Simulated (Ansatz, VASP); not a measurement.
## Two plane-wave programs on InSe3

```
In Se
1.0
     4.98426    0.00000    0.00000
     0.00000    4.98426    0.00000
     0.00000    0.00000    3.56321
In Se
1 3
Direct
  0.00000 0.00000 0.00000
  0.00000 0.50000 0.50000
  0.50000 0.00000 0.50000
  0.50000 0.50000 0.00000
```

Alike in both runs: functional PBE; k mesh 10 × 10 × 10; occupations gaussian, width 0.1 eV; no spin polarisation.

Ansatz relaxed the structure, and its values are those at the end. VASP's run is a single point on that final structure, the one shown.

|  | VASP | Ansatz |
| --- | --- | --- |
| version | VASP 6.6.1 | Ansatz 0.2.0 |
| potentials or method | VASP PAW PBE potentials, release 64 (In_d, Se), cutoff 520 eV | scalar-relativistic, plane waves, PAW |
| valence electrons in the cell | 31 | 61 |

```csv
,VASP,Ansatz,Ansatz less VASP
gap on the k mesh at the Fermi level (eV),none,none,-
pressure (GPa),0.0,0.0,0.00
```

A gap of «none» marks a metal or a gap that the smearing closes. With one functional, cell and mesh, what is left measures potentials, basis and numerics. VASP's potentials hold 31 valence electrons a cell and Ansatz's 61, so a difference there can come from the potentials and not from the codes.
